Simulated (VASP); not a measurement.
Input of a VASP 6.6.1 run:

Contents of INCAR:

```
SYSTEM = SnSe2
ALGO = Normal ; EDIFF = 1E-6
ENCUT = 500 ; GGA = RP
GGA_COMPAT = .FALSE. ; ISIF = 2
ISMEAR = 0 ; LASPH = .TRUE.
LCHARG = .FALSE. ; LREAL = .FALSE.
LWAVE = .FALSE. ; NBANDS = 20
NELM = 120 ; PREC = Accurate
SIGMA = 0.01
```

KPOINTS

```
k-points
0
G
  6 6 4
  0 0 0
```

The input POSCAR:

```
SnSe2
1.0
    3.8110000000      0.0000000000      0.0000000000
   -1.9055000000      3.3004228138      0.0000000000
    0.0000000000      0.0000000000      6.1360000000
Sn Se
1 2
Direct
    0.0000000000      0.0000000000      0.0000000000
    0.3333333333      0.6666666667      0.2490000000
    0.6666666667      0.3333333333      0.7510000000
```

Potentials or basis: VASP PAW PBE potentials, release 64 (Sn_d, Se).

Launch:

```console
$ cat potpaw_PBE.64/Sn_d/POTCAR potpaw_PBE.64/Se/POTCAR > POTCAR
$ mpirun -np 1 vasp_std > vasp.out
```

Estimate the pressure.

7.5 GPa.

Predict the band gap on the k mesh.

0.89 eV, indirect (least direct gap 1.22 eV).

Estimate the largest force.

0.840 eV/Å.

Stress tensor (GPa, compression positive):
```
7.01 0.00 0.00
0.00 7.01 0.00
0.00 0.00 8.43
```

Caveat: the PAW data sets were made with another functional, which shifts forces and pressure a little; spin-orbit coupling is left out, which moves the levels of the heavy elements; this functional lacks dispersion, which binds the layers, so the pressure and a relaxed spacing across them are unreliable. A k mesh can miss the band edges.
